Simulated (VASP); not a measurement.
Input of a VASP 6.6.1 run:

The input INCAR:

```
PREC = Accurate
ENCUT = 500
EDIFF = 1E-6
ISMEAR = 0
SIGMA = 0.2
LREAL = False
LASPH = True
NELM = 200
ALGO = Normal
ISIF = 2
LWAVE = False
LCHARG = True
GGA = PE
LELF = True
LVHAR = True
NBANDS = 36
GGA_COMPAT = False
LMAXMIX = 6
```

File KPOINTS:

```
Automatic mesh
0
Gamma
  4 4 4
```

Contents of POSCAR:

```
PrHRh3
1.0
    4.1674373227      0.0000000000      0.0000000000
    0.0000000000      4.1674373227      0.0000000000
    0.0000000000      0.0000000000      4.1674373227
Pr H Rh
1 1 3
Direct
    0.5000000000      0.5000000000      0.5000000000
    0.0000000000      0.0000000000      0.0000000000
    0.5000000000      0.0000000000      0.0000000000
    0.0000000000      0.5000000000      0.0000000000
    0.0000000000      0.0000000000      0.5000000000
```

Potentials or basis: VASP PAW PBE potentials, release 64 (Pr_3, H, Rh_pv), 4f in core.

Run with:

```bash
$ cat potpaw_PBE.64/Pr_3/POTCAR potpaw_PBE.64/H/POTCAR potpaw_PBE.64/Rh_pv/POTCAR > POTCAR
$ mpirun -np 1 vasp_std > vasp.out
```

Task: Predict the band gap on the k mesh.

Result: Zero (an odd number of electrons rules out a gap without spin polarisation).

Task: Predict the pressure.

Result: -0.1 GPa.

Caveat: the k points lie up to 0.38 Å⁻¹ apart, too coarse for converged energies and pressures of a metal; spin-orbit coupling is left out, which moves the levels of the heavy elements; the 4f electrons are frozen in the core, so they carry no moment and show no levels. Spin polarisation is off, so any magnetic state and its effect on volume and gap are missing.
